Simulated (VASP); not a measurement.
# EuI3 (Pm-3m) in VASP: settings compared, part 2 of 2

VASP 6.6.1. The steps go on from the part before.

**3. Single point, LDA, collinear spin, ferromagnetic start**

The input, INCAR:

```
SYSTEM = EuI3
PREC = Accurate ; ENCUT = 520
EDIFF = 1E-6 ; ISMEAR = 0
SIGMA = 0.05 ; LREAL = .FALSE.
LASPH = .TRUE. ; NELM = 150
ALGO = Normal ; ISIF = 2
LWAVE = .FALSE. ; LCHARG = .TRUE.
ISPIN = 2 ; MAGMOM = 7.18 0 0 0
LORBIT = 11 ; LMAXMIX = 6
GGA = CA ; LELF = .TRUE.
LVHAR = .TRUE. ; NBANDS = 31
```

The input, KPOINTS:

```
Automatic mesh
0
G
  6 6 6
  0 0 0
```

The input, POSCAR:

```
EuI3
1.0
    6.2469248792      0.0000000000      0.0000000000
    0.0000000000      6.2469248792      0.0000000000
    0.0000000000      0.0000000000      6.2469248792
Eu I
1 3
Direct
    0.0000000000      0.0000000000      0.0000000000
    0.5000000000      0.0000000000      0.0000000000
    0.0000000000      0.0000000000      0.5000000000
    0.0000000000      0.5000000000      0.0000000000
```

Potentials or basis: VASP PAW PBE potentials, release 64 (Eu, I).

Command:

```bash
$ cat potpaw_PBE.64/Eu/POTCAR potpaw_PBE.64/I/POTCAR > POTCAR
$ mpirun -np 1 vasp_std > vasp.out
```

OUTCAR:

```text
SYSTEM = EuI3
   PREC = Accurate
   ENCUT = 520
   EDIFF = 1E-6
   ISMEAR = 0
   LREAL = .FALSE.
   LASPH = .TRUE.
   NELM = 150
   ISIF = 2
   ISPIN = 2
   LORBIT = 11
   GGA = CA

 ion  position               nearest neighbor table
   1  0.000  0.000  0.000-   2 3.12   3 3.12   4 3.12   3 3.12   4 3.12   2 3.12
   2  0.500  0.000  0.000-   1 3.12   1 3.12
   3  0.000  0.000  0.500-   1 3.12   1 3.12
   4  0.000  0.500  0.000-   1 3.12   1 3.12

  LATTYP: Found a simple cubic cell.
 ALAT       =     6.2469248792

  Lattice vectors:

 A1 = (   6.2469248792,   0.0000000000,   0.0000000000)
 A2 = (   0.0000000000,   6.2469248792,   0.0000000000)
 A3 = (   0.0000000000,   0.0000000000,   6.2469248792)

Analysis of symmetry for initial positions (statically):
=====================================================================
 Subroutine PRICEL returns:
 Original cell was already a primitive cell.

 Routine SETGRP: Setting up the symmetry group for a
 simple cubic supercell.

 Subroutine GETGRP returns: Found 48 space group operations
 (whereof 48 operations were pure point group operations)
 out of a pool of 48 trial point group operations.

The static configuration has the point symmetry O_h .

Analysis of symmetry for dynamics (positions and initial velocities):
=====================================================================
 Subroutine PRICEL returns:
 Original cell was already a primitive cell.

 Routine SETGRP: Setting up the symmetry group for a
 simple cubic supercell.

 Subroutine GETGRP returns: Found 48 space group operations
[... 159 lines left out ...]
  ext. energy  EPLUGINS =         0.00000000
  ---------------------------------------------------
  free energy    TOTEN  =       -21.59152915 eV

  energy without entropy =      -21.57408704  energy(sigma->0) =      -21.58280810

 E-fermi :  -1.2024     XC(G=0):  -6.6923

 val. band max:       -1.2107648449   @ k =   0.3333   0.1667   0.0000
 cond. band min:      -1.2017965568   @ k =   0.3333   0.3333   0.3333
 fundamental gap:      0.0089682881
 Fermi energy:        -1.2024342581

 spin component 1

 k-point     1 :       0.0000    0.0000    0.0000
  band No.  band energies     occupation
      1     -41.9218      1.00000
      2     -20.7159      1.00000
      3     -20.7159      1.00000
      4     -20.7159      1.00000
      5     -12.5544      1.00000
      6     -12.2294      1.00000
[... 669 lines left out ...]
     30       4.7921      0.00000
     31       6.3907      0.00000
 Fermi energy:        -1.2024342581

 spin component 2

 k-point     1 :       0.0000    0.0000    0.0000
  band No.  band energies     occupation
      1     -39.2336      1.00000
      2     -18.7506      1.00000
      3     -18.7506      1.00000
      4     -18.7506      1.00000
      5     -12.6393      1.00000
      6     -12.3261      1.00000
[... 669 lines left out ...]
     30       4.9901      0.00000
     31       7.3083      0.00000

------------------------ aborting loop because EDIFF is reached ----------------------------------------

  FORCE on cell =-STRESS in cart. coord.  units (eV):
  Direction    XX          YY          ZZ          XY          YZ          ZX
  --------------------------------------------------------------------------------------
  -------------------------------------------------------------------------------------
  Total       -2.5699938     -2.5699938     -2.5699938      0.0000000      0.0000000     -0.0000000
  in kB      -16.8905507    -16.8905507    -16.8905507      0.0000000      0.0000000     -0.0000000
  external PRESSURE =     -16.8905507 kB  Pullay stress =       0.0000000 kB

 VOLUME and BASIS-vectors are now :
 -----------------------------------------------------------------------------
  energy-cutoff  :      520.00
  volume of cell :      243.78
      direct lattice vectors                 reciprocal lattice vectors
     6.246924879  0.000000000  0.000000000     0.160078762  0.000000000  0.000000000
     0.000000000  6.246924879  0.000000000     0.000000000  0.160078762  0.000000000
     0.000000000  0.000000000  6.246924879     0.000000000  0.000000000  0.160078762

 POSITION                                       TOTAL-FORCE (eV/Angst)
 -----------------------------------------------------------------------------------
      0.00000      0.00000      0.00000         0.000000      0.000000      0.000000
      3.12346      0.00000      0.00000         0.000000      0.000000      0.000000
      0.00000      0.00000      3.12346         0.000000      0.000000      0.000000
      0.00000      3.12346      0.00000         0.000000      0.000000      0.000000
 -----------------------------------------------------------------------------------
    total drift:                                0.000000     -0.000000      0.000000

  FREE ENERGIE OF THE ION-ELECTRON SYSTEM (eV)
  ---------------------------------------------------
  free  energy   TOTEN  =       -21.5915291522 eV

  energy  without entropy=      -21.5740870432  energy(sigma->0) =      -21.58280810

 total charge

# of ion       s       p       d       f       tot
--------------------------------------------------
    1        2.028   5.680   0.350   6.467  14.525
    2        1.505   2.776   0.005   0.000   4.286
    3        1.505   2.776   0.005   0.000   4.286
    4        1.505   2.776   0.005   0.000   4.286
--------------------------------------------------
tot          6.543  14.010   0.364   6.467  27.383

 magnetization (x)

# of ion       s       p       d       f       tot
--------------------------------------------------
    1       -0.007  -0.088   0.052   6.404   6.361
    2       -0.003  -0.125   0.001   0.000  -0.127
    3       -0.003  -0.125   0.001   0.000  -0.127
    4       -0.003  -0.125   0.001   0.000  -0.127
--------------------------------------------------
tot         -0.017  -0.462   0.055   6.404   5.980
```

OSZICAR:

```text
N       E                     dE             d eps       ncg     rms          rms(c)
DAV:   1     0.313398262646E+03    0.31340E+03   -0.12840E+04  3158   0.274E+03
DAV:   2     0.483734914376E+02   -0.26502E+03   -0.23945E+03  3861   0.546E+02
[... 15 lines left out ...]
DAV:  18    -0.215915609290E+02    0.96503E-02   -0.48609E-03  3228   0.333E+00    0.689E-01
DAV:  19    -0.215916960719E+02   -0.13514E-03   -0.72922E-04  4038   0.195E-01    0.777E-01
DAV:  20    -0.215917233885E+02   -0.27317E-04   -0.52269E-04  3649   0.965E-01    0.375E-01
DAV:  21    -0.215915368631E+02    0.18653E-03   -0.11172E-04  3948   0.378E-01    0.227E-01
DAV:  22    -0.215915299777E+02    0.68855E-05   -0.12691E-05  4020   0.585E-02    0.185E-01
DAV:  23    -0.215915291522E+02    0.82551E-06   -0.50841E-06  2847   0.137E-02
   1 F= -.21591529E+02 E0= -.21582808E+02  d E =-.174421E-01  mag=     6.0180
```

stdout:

```text
POSCAR found type information on POSCAR EuI
 POSCAR found :  2 types and       4 ions
 scaLAPACK will be used
 -----------------------------------------------------------------------------
|                                                                             |
|                                                                             |
|     You enforced a specific xc type in the INCAR file but a different       |
|     I HOPE YOU KNOW WHAT YOU ARE DOING!                                     |
|                                                                             |
 -----------------------------------------------------------------------------

 LDA part: xc-table for (Slater(with rela. corr.)+CA(PZ))
 , standard interpolation
 POSCAR, INCAR and KPOINTS ok, starting setup
 FFT: planning ... GRIDC
 FFT: planning ... GRID_SOFT
 FFT: planning ... GRID
 WAVECAR not read
 entering main loop
```

Run time: 15 min. Hardware: 1 thread of Intel Xeon 8259CL, shared host; peak memory 0.45 GiB.

Results:

* Free energy: -21.5915 eV
* Pressure: -1.7 GPa
* Band gap on the k mesh: zero (filled and empty bands overlap)
* Net moment: 6.02 μB per cell
* Site moments: Eu +6.36; I -0.13 μB
* Valence electrons inside the program's atomic spheres: Eu 14.53; I 4.29

Caveat: the PAW data sets were made with another functional, which shifts forces and pressure a little; spin-orbit coupling is left out, which moves the levels of the heavy elements; semilocal functionals describe open f shells poorly, which spoils levels, moments and volumes.
